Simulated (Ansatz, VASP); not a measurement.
## Two plane-wave programs on AlGa3N4

```
Al Ga N
1.0
     4.46742   -0.00003    0.00003
    -0.00003    4.46716   -0.00001
     0.00003   -0.00001    4.46722
Al Ga N
1 3 4
Cartesian
  0.0000 -0.0001 0.0000
  2.2337 2.2336 0.0000
  2.2337 0.0000 2.2336
  0.0000 2.2336 2.2336
  3.3730 3.3729 1.0943
  3.3731 1.0943 3.3729
  1.0944 3.3728 3.3729
  1.0944 1.0943 1.0944
```

Change from the starting cell: all atoms moved at random, sigma 0.1 Å a component; relaxed back.

Alike in both runs: functional PBEsol; k mesh 6 × 6 × 6; occupations gaussian, width 0.05 eV; no spin polarisation.

Ansatz relaxed the structure, and its values are those at the end. VASP's run is a single point on that final structure, the one shown.

|  | VASP | Ansatz |
| --- | --- | --- |
| version | VASP 6.6.1 | Ansatz 0.2.0 |
| potentials or method | VASP PAW PBE potentials, release 64 (Al, Ga_d, N), cutoff 520 eV | scalar-relativistic, plane waves, PAW |
| valence electrons in the cell | 62 | 62 |

```tsv
	VASP	Ansatz	Ansatz less VASP
gap on the k mesh at the Fermi level (eV)	2.31	2.29	-0.020
least direct gap on the mesh (eV)	2.31	2.29	-0.020
pressure (GPa)	-0.1	0.0	+0.15
rms of the force components (eV/Å)	0.004	0.000	-0.0030
```

VASP's potentials were made for PBE, not for PBEsol.
